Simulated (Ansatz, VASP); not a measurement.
## WS2 in VASP and in Ansatz

```xyz
3
Lattice="3.1835 0.0000 0.0000 -1.5918 2.7570 0.0000 0.0000 0.0000 16.9506" Properties=species:S:1:pos:R:3 pbc="T T T"
W     0.0000    1.8380    0.0000
S     1.5918    0.9190   15.2411
S     1.5918    0.9190    1.5595
```

Alike in both runs: task single point; functional LDA; k mesh 12 × 12 × 2; occupations gaussian, width 0.05 eV; no spin polarisation.

|  | VASP | Ansatz |
| --- | --- | --- |
| version | VASP 6.6.1 | Ansatz 0.2.0 |
| potentials or method | VASP PAW LDA potentials, release 64 (W_sv, S), cutoff 500 eV | scalar-relativistic, plane waves, PAW |
| valence electrons in the cell | 26 | 26 |

Ansatz gave:

| Property | Result |
| --- | --- |
| gap on the k mesh at the Fermi level (eV) | 1.72 |
| rms of the force components (eV/Å) | 1.115 |

**Question.** What did VASP give for the same quantities?

**Answer.** gap on the k mesh at the Fermi level (eV): 1.72; rms of the force components (eV/Å): 1.105.

LDA's correlation is that of Perdew and Zunger in VASP and of Perdew and Wang (1992) in Ansatz. Atom by atom the forces differ by 0.020 eV/Å (rms over components).

Neither program's run includes spin-orbit coupling.
